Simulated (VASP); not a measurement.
Set up this calculation in VASP 6.6.1, as the native input.

```
Task                   : single point
Functional             : BLYP
Potentials or basis    : VASP PAW PBE potentials, release 64 (La)
Cutoff                 : 520 eV
k mesh                 : 12 × 12 × 12
Occupations            : fermi-dirac, width 0.1 eV
Spin                   : no spin polarisation
Dipole correction      : no
Further INCAR settings : ALGO = Normal; EDIFF = 1e-06; NBANDS = 12
```

The structure of La lies in POSCAR:

```
La
1.0
   -2.2231644398      2.2231644398      2.2231644398
    2.2231644398     -2.2231644398      2.2231644398
    2.2231644398      2.2231644398     -2.2231644398
La
1
Direct
    0.0000000000      0.0000000000      0.0000000000
```

This isn't the form of La at room conditions, which is double hcp.

One way to write it, as run:

INCAR

```
SYSTEM = La
  PREC = Accurate
  ENCUT = 520
  EDIFF = 1E-6
  ISMEAR = -1
  SIGMA = 0.1
  LREAL = .False.
  LASPH = .True.
  NELM = 100
  ALGO = Normal
  ISIF = 2
  LWAVE = .False.
  LCHARG = .True.
  GGA = B5
  ALDAX = 1.0
  AGGAX = 1.0
  AGGAC = 1.0
  ALDAC = 0.0
  LELF = .True.
  LVHAR = .True.
  NBANDS = 12
```

KPOINTS

```
regular mesh
0
Gamma
  12 12 12
  0 0 0
```

Potentials or basis: VASP PAW PBE potentials, release 64 (La).

Run with:

```bash
$ cat potpaw_PBE.64/La/POTCAR > POTCAR
$ mpirun -np 1 vasp_std > vasp.out
```

It gave:

* Pressure: -1.8 GPa
* Band gap on the k mesh: zero (an odd number of electrons rules out a gap without spin polarisation)

Caveat: the PAW data sets were made with another functional, which shifts forces and pressure a little; spin-orbit coupling is left out, which moves the levels of the heavy elements.

Wall time 93 s on 1 thread of Intel(R) Xeon(R) Platinum 8375C CPU @ 2.90GHz (Ice Lake) (shared host), peak memory 0.21 GiB.
